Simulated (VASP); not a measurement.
# Zr (Im-3m) in VASP: further runs

Aim: see how the results for Zr move with the level of theory and the settings. Levels: HSE06, LDA. Tasks: single point.

Program: VASP 6.6.1. These are calculated values, not measurements. Logs are shortened: lines on timing, memory, paths and dates and some standing lists are left out, and cuts for length are marked.

**1. The cell of the first run**

Symmetry: Im-3m, No. 229, cubic system. The conventional cell has a = 3.571 Å, b = 3.571 Å, c = 3.571 Å, α = 90.00°, β = 90.00°, γ = 90.00°. Zr (site symmetry m-3m) has 14 Zr at 3.09 to 3.57 Å within 4.1 Å.

**2. Single point, HSE06**

POSCAR

```
Zr
1.0
   -1.7855375418      1.7855375418      1.7855375418
    1.7855375418     -1.7855375418      1.7855375418
    1.7855375418      1.7855375418     -1.7855375418
Zr
1
Direct
    0.0000000000      0.0000000000      0.0000000000
```

INCAR.step1

```
PREC = Accurate ; ENCUT = 400
EDIFF = 1E-5 ; ISMEAR = -1
SIGMA = 0.05 ; LREAL = F
LASPH = T ; NELM = 120
ALGO = Normal ; ISIF = 2
LWAVE = T ; LCHARG = F
NBANDS = 12 ; GGA = PE
GGA_COMPAT = F
```

INCAR.step2

```
PREC = Accurate ; ENCUT = 400
EDIFF = 1E-6 ; ISMEAR = -1
SIGMA = 0.05 ; LREAL = F
LASPH = T ; NELM = 120
ALGO = Normal ; ISIF = 2
LWAVE = F ; LCHARG = F
GGA = PE ; LHFCALC = T
HFSCREEN = 0.2079 ; PRECFOCK = Normal
NBANDS = 12 ; ISTART = 1
GGA_COMPAT = F
```

KPOINTS

```
Automatic mesh
0
Gamma
  6 6 6
```

Potentials or basis: VASP PAW PBE potentials, release 64 (Zr_sv).

On the command line:

```console
cat potpaw_PBE.64/Zr_sv/POTCAR > POTCAR
cp INCAR.step1 INCAR
mpirun -np 1 vasp_std > vasp.out
cp INCAR.step2 INCAR
mpirun -np 1 vasp_std > vasp.out
```

OUTCAR:

```text
PREC = Accurate
   ENCUT = 400
   EDIFF = 1E-6
   ISMEAR = -1
   LREAL = F
   LASPH = T
   NELM = 120
   ISIF = 2
   GGA = PE
   LHFCALC = T
   HFSCREEN = 0.2079
   PRECFOCK = Normal
   ISTART = 1

 ion  position               nearest neighbor table
   1  0.000  0.000  0.000-

  LATTYP: Found a body centered cubic cell.
 ALAT       =     3.5710750836

  Lattice vectors:

 A1 = (  -1.7855375418,   1.7855375418,   1.7855375418)
 A2 = (   1.7855375418,  -1.7855375418,   1.7855375418)
 A3 = (   1.7855375418,   1.7855375418,  -1.7855375418)

Analysis of symmetry for initial positions (statically):
=====================================================================
 Subroutine PRICEL returns:
 Original cell was already a primitive cell.

 Routine SETGRP: Setting up the symmetry group for a
 body centered cubic supercell.

 Subroutine GETGRP returns: Found 48 space group operations
 (whereof 48 operations were pure point group operations)
 out of a pool of 48 trial point group operations.

The static configuration has the point symmetry O_h .

Analysis of symmetry for dynamics (positions and initial velocities):
=====================================================================
 Subroutine PRICEL returns:
 Original cell was already a primitive cell.

 Routine SETGRP: Setting up the symmetry group for a
 body centered cubic supercell.

 Subroutine GETGRP returns: Found 48 space group operations
 (whereof 48 operations were pure point group operations)
 out of a pool of 48 trial point group operations.

The dynamic configuration has the point symmetry O_h .

 Subroutine INISYM returns: Found 48 space group operations
 (whereof 48 operations are pure point group operations),
 and found     1 'primitive' translations

----------------------------------------------------------------------------------------

                                     Primitive cell

  volume of cell :      22.7702

  direct lattice vectors                    reciprocal lattice vectors
    -1.785537542  1.785537542  1.785537542     0.000000000  0.280027716  0.280027716
     1.785537542 -1.785537542  1.785537542     0.280027716  0.000000000  0.280027716
     1.785537542  1.785537542 -1.785537542     0.280027716  0.280027716  0.000000000

  length of vectors
[... 83 lines left out ...]
   NUPDOWN=      -1.0000    fix difference up-down
   EMIN   =  10.00;   EMAX   =-10.00  energy-range for DOS
   EFERMI =   0.00;   METHOD = LEGACY
   ISMEAR =    -1;   SIGMA  =   0.05  broadening in eV -4-tet -1-fermi 0-gaus
   EFERMI_NEDOS =   21; number of points for ismear=-14 and -15
   IALGO  =     38    algorithm
   IMIX   =      1    mixing-type and parameters
     AMIX     =   0.40;   BMIX     =  1.00
     AMIX_MAG =   1.60;   BMIX_MAG =  1.00
  volume/ion in A,a.u.               =      22.77       153.66
  Fermi-wavevector in a.u.,A,eV,Ry     =   1.322350  2.498878 23.791260  1.748608
  Thomas-Fermi vector in A             =   2.452037
   LORBIT       =      0    0 simple, 1 ext, 2 COOP (PROOUT), +10 PAW based schemes
   GGA     = PE    functional components
   LHFCALC =     T    Hartree Fock is set to
   PRECFOCK=normal    Normal, Fast or Accurate (Low or Medium for compatibility)
   ENCUT4O =  -1.0   cutoff for four orbital integrals eV
   NKREDX  =     1    reduce k-point grid by
   NKREDY  =     1    reduce k-point grid by
   NKREDZ  =     1    reduce k-point grid by
   AEXX    =    0.2500 exact exchange contribution
   HFSCREEN=    0.2079 screening length (either q_TF or 0.3 A-1)
   HFSCREENC=   0.2079 screening length for correlation (either q_TF or 0.3 A-1)
   ENCUTFOCK=  -1.0 apply spherical cutoff to Coloumb kernel
   IVDW    =     0    specifies the selected vdW correction
   LEPSILON=     F    determine dielectric tensor
   LRPA    =     F    only Hartree local field effects (RPA)
 non-spin polarized calculation
  energy-cutoff  :      400.00
  volume of cell :       22.77
 maximum number of plane-waves:       430
  NGX = 16; NGY = 16; NGZ = 16

 number of electron      12.0000000 magnetization

 Free energy of the ion-electron system (eV)
  ---------------------------------------------------
  ext. energy  EPLUGINS =         0.00000000
  ---------------------------------------------------
  free energy    TOTEN  =        -9.59900945 eV

  energy without entropy =       -9.58800426  energy(sigma->0) =       -9.59350685

 E-fermi :   9.0137     XC(G=0):  -9.2114

 val. band max:        8.9694374879   @ k =   0.3333   0.1667   0.1667
 cond. band min:       9.2685696115   @ k =   0.1667   0.1667   0.0000
 fundamental gap:      0.2991321237
 Fermi energy:         9.0137200169

 k-point     1 :       0.0000    0.0000    0.0000
  band No.  band energies     occupation
      1     -43.1698      2.00000
      2     -19.2004      2.00000
      3     -19.2004      2.00000
      4     -19.2004      2.00000
      5       2.5900      2.00000
      6      10.6309      0.00000
      7      10.6309      0.00000
      8      10.6309      0.00000
      9      13.3081      0.00000
     10      13.3081      0.00000
     11      22.1674      0.00000
     12      22.1674      0.00000
[... 211 lines left out ...]
 k-point    16 :       0.5000    0.5000    0.5000
  band No.  band energies     occupation
      1     -42.8561      2.00000
      2     -19.9646      2.00000
      3     -19.9646      2.00000
      4     -19.9646      2.00000
      5       5.8044      2.00000
      6       5.8044      2.00000
      7      15.5972      0.00000
      8      15.5972      0.00000
      9      15.5972      0.00000
     10      17.0992      0.00000
     11      17.0992      0.00000
     12      17.0992      0.00000

------------------------ aborting loop because EDIFF is reached ----------------------------------------

  FORCE on cell =-STRESS in cart. coord.  units (eV):
  Direction    XX          YY          ZZ          XY          YZ          ZX
  --------------------------------------------------------------------------------------
  -------------------------------------------------------------------------------------
  Total       -0.0211925     -0.0211925     -0.0211925      0.0000000      0.0000000      0.0000000
  in kB       -1.4911670     -1.4911670     -1.4911670      0.0000000      0.0000000      0.0000000
  external PRESSURE =      -1.4911670 kB  Pullay stress =       0.0000000 kB

 VOLUME and BASIS-vectors are now :
 -----------------------------------------------------------------------------
  energy-cutoff  :      400.00
  volume of cell :       22.77
      direct lattice vectors                 reciprocal lattice vectors
    -1.785537542  1.785537542  1.785537542     0.000000000  0.280027716  0.280027716
     1.785537542 -1.785537542  1.785537542     0.280027716  0.000000000  0.280027716
     1.785537542  1.785537542 -1.785537542     0.280027716  0.280027716  0.000000000

 POSITION                                       TOTAL-FORCE (eV/Angst)
 -----------------------------------------------------------------------------------
      0.00000      0.00000      0.00000         0.000000      0.000000      0.000000
 -----------------------------------------------------------------------------------
    total drift:                               -0.000000     -0.000000      0.000000

  FREE ENERGIE OF THE ION-ELECTRON SYSTEM (eV)
  ---------------------------------------------------
  free  energy   TOTEN  =        -9.5990094538 eV

  energy  without entropy=       -9.5880042561  energy(sigma->0) =       -9.59350685
```

OSZICAR.step1:

```text
N       E                     dE             d eps       ncg     rms          rms(c)
DAV:   1     0.698004193117E+02    0.69800E+02   -0.60896E+03   392   0.825E+02
DAV:   2    -0.669082823882E+01   -0.76491E+02   -0.74523E+02   456   0.244E+02
DAV:   3    -0.872051001288E+01   -0.20297E+01   -0.20167E+01   512   0.338E+01
DAV:   4    -0.875622475318E+01   -0.35715E-01   -0.35678E-01   464   0.434E+00
DAV:   5    -0.875698844434E+01   -0.76369E-03   -0.76368E-03   536   0.452E-01    0.106E+01
DAV:   6    -0.848481686331E+01    0.27217E+00   -0.36014E-01   408   0.552E+00    0.426E+00
DAV:   7    -0.843452385393E+01    0.50293E-01   -0.18317E-01   444   0.378E+00    0.662E-01
DAV:   8    -0.843713322282E+01   -0.26094E-02   -0.10618E-02   452   0.116E+00    0.840E-02
DAV:   9    -0.843716282904E+01   -0.29606E-04   -0.31811E-04   508   0.146E-01    0.245E-02
DAV:  10    -0.843713436235E+01    0.28467E-04   -0.17500E-05   392   0.454E-02    0.150E-02
DAV:  11    -0.843713479830E+01   -0.43594E-06   -0.17266E-06   248   0.152E-02
   1 F= -.84371348E+01 E0= -.84307759E+01  d E =-.127179E-01
```

Run time: 4.4 min. Hardware: 1 thread of AMD EPYC 9R45 (Zen 5), shared host; peak memory 0.19 GiB.

What came out:

| Quantity | Value |
| --- | --- |
| Free energy | -9.5990 eV |
| Pressure | -0.1 GPa |
| Band gap on the k mesh | zero (band 6 reaches 10.63 eV, above the bottom of band 7 at 8.19 eV) |

Caveat: the k points lie up to 0.41 Å⁻¹ apart; the PAW data sets were made with another functional, which shifts forces and pressure a little.

**3. Single point, HSE06**

This run uses another cell than the first one, of 23.24 Å³/atom, 1.021 times its volume.

POSCAR

```
Zr
1.0
   -1.7978519830      1.7978519830      1.7978519830
    1.7978519830     -1.7978519830      1.7978519830
    1.7978519830      1.7978519830     -1.7978519830
Zr
1
Direct
    0.0000000000      0.0000000000      0.0000000000
```

INCAR.step1

```
ALGO = Normal
EDIFF = 1E-5
ENCUT = 400
GGA = PE
GGA_COMPAT = F
ISIF = 2
ISMEAR = -1
LASPH = T
LCHARG = F
LREAL = F
LWAVE = T
NBANDS = 12
NELM = 120
PREC = Accurate
SIGMA = 0.05
```

INCAR.step2

```
ALGO = Normal
EDIFF = 1E-6
ENCUT = 400
GGA = PE
GGA_COMPAT = F
HFSCREEN = 0.2079
ISIF = 2
ISMEAR = -1
ISTART = 1
LASPH = T
LCHARG = F
LHFCALC = T
LREAL = F
LWAVE = F
NBANDS = 12
NELM = 120
PREC = Accurate
PRECFOCK = Normal
SIGMA = 0.05
```

KPOINTS

```
k-points
0
Gamma
  6 6 6
```

Potentials or basis: VASP PAW PBE potentials, release 64 (Zr_sv).

On the command line:

```console
cat potpaw_PBE.64/Zr_sv/POTCAR > POTCAR
cp INCAR.step1 INCAR
mpirun -np 1 vasp_std > vasp.out
cp INCAR.step2 INCAR
mpirun -np 1 vasp_std > vasp.out
```

It took 4.9 min on 1 thread of AMD EPYC 9R45 (Zen 5), shared host; peak memory 0.19 GiB.

It converged, with:

```
Free energy            : -9.5968 eV
Pressure               : -1.7 GPa
Band gap on the k mesh : zero (band 6 reaches 10.39 eV, above the bottom of band 7 at 7.99 eV)
```

Levels at points of the mesh, in eV from the Fermi level:
```csv
k point,band 3,band 4,band 5,band 6,band 7,band 8,band 9,band 10
"(0.00, 0.00, 0.00)",-28.30,-28.30,-6.40,1.60,1.60,1.60,4.22,4.22
"(0.50, 0.00, 0.00)",-28.63,-28.31,-3.33,-0.66,1.43,4.21,4.90,7.14
"(0.50, 0.50, 0.50)",-29.02,-29.02,-3.12,-3.12,6.43,6.43,6.43,7.91
```

Caveat: the k points lie up to 0.41 Å⁻¹ apart; the PAW data sets were made with another functional, which shifts forces and pressure a little.

**4. Single point, LDA**

This run uses another cell than the first one, of 25.14 Å³/atom, 1.104 times its volume.

INCAR

```
ALGO     = Normal         # electronic algorithm
EDIFF    = 1E-6           # SCF threshold, eV
ENCUT    = 500            # plane-wave cutoff, eV
GGA_COMPAT= False        
ISIF     = 2              # what is computed and relaxed
ISMEAR   = -1             # smearing method
LASPH    = True           # aspherical terms in the spheres
LCHARG   = False          # write CHGCAR
LREAL    = False          # projectors in reciprocal space
LWAVE    = False          # write WAVECAR
NBANDS   = 12             # bands
NELM     = 120            # most SCF steps
PREC     = Accurate       # precision mode
SIGMA    = 0.05           # smearing width, eV
```

KPOINTS

```
k-points
0
Gamma
  10 10 10
```

POSCAR

```
Zr
1.0
   -1.8454992086      1.8454992086      1.8454992086
    1.8454992086     -1.8454992086      1.8454992086
    1.8454992086      1.8454992086     -1.8454992086
Zr
1
Direct
    0.0000000000      0.0000000000      0.0000000000
```

Potentials or basis: VASP PAW LDA potentials, release 64 (Zr_sv).

On the command line:

```console
cat potpaw_LDA.64/Zr_sv/POTCAR > POTCAR
mpirun -np 1 vasp_std > vasp.out
```

Wall time 5.3 s (1 thread of Intel Xeon Platinum 8488C (Sapphire Rapids), shared host); peak memory 0.13 GiB.

It converged, with:

| Item | Value |
| --- | --- |
| Free energy | -9.0739 eV |
| Pressure | -13.1 GPa |
| Band gap on the k mesh | zero (band 6 reaches 8.72 eV, above the bottom of band 7 at 7.03 eV) |

Levels at points of the mesh, in eV from the Fermi level:
```
           k point  band 3  band 4  band 5  band 6  band 7  band 8  band 9  band 10
(0.00, 0.00, 0.00)  -26.16  -26.16   -5.24    1.00    1.00    1.00    3.28     3.28
(0.50, 0.00, 0.00)  -26.40  -26.16   -2.61   -0.61    1.35    3.23    3.84     5.70
(0.50, 0.50, 0.50)  -26.69  -26.69   -2.26   -2.26    5.11    5.11    5.11     6.83
```

**5. Overview**

| level | potentials or basis | cell | k mesh | cutoff (eV) | grid for exact exchange (PRECFOCK) | screening parameter | gap on the mesh (eV) | pressure (GPa) |
| --- | --- | --- | --- | --- | --- | --- | --- | --- |
| HSE06 | VASP PAW PBE potentials, release 64 (Zr_sv) | a = 3.093 Å, angles 109.5°, 1 atom | 6 × 6 × 6 | 400 | Normal | 0.2079 1/Å | none | -0.1 |
| HSE06 | VASP PAW PBE potentials, release 64 (Zr_sv) | a = 3.114 Å, angles 109.5°, 1 atom | 6 × 6 × 6 | 400 | Normal | 0.2079 1/Å | none | -1.7 |
| LDA | VASP PAW LDA potentials, release 64 (Zr_sv) | a = 3.196 Å, angles 109.5°, 1 atom | 10 × 10 × 10 | 500 | - | - | none | -13.1 |

Alike in all rows: task single point; no spin polarisation; smearing fermi-dirac 0.05 eV.

Caveats: some runs use coarse meshes; the PAW data sets were made with another functional, which shifts forces and pressure a little (some runs).

Total energies depend on the potentials used, so only differences within one code and one set of settings carry meaning.
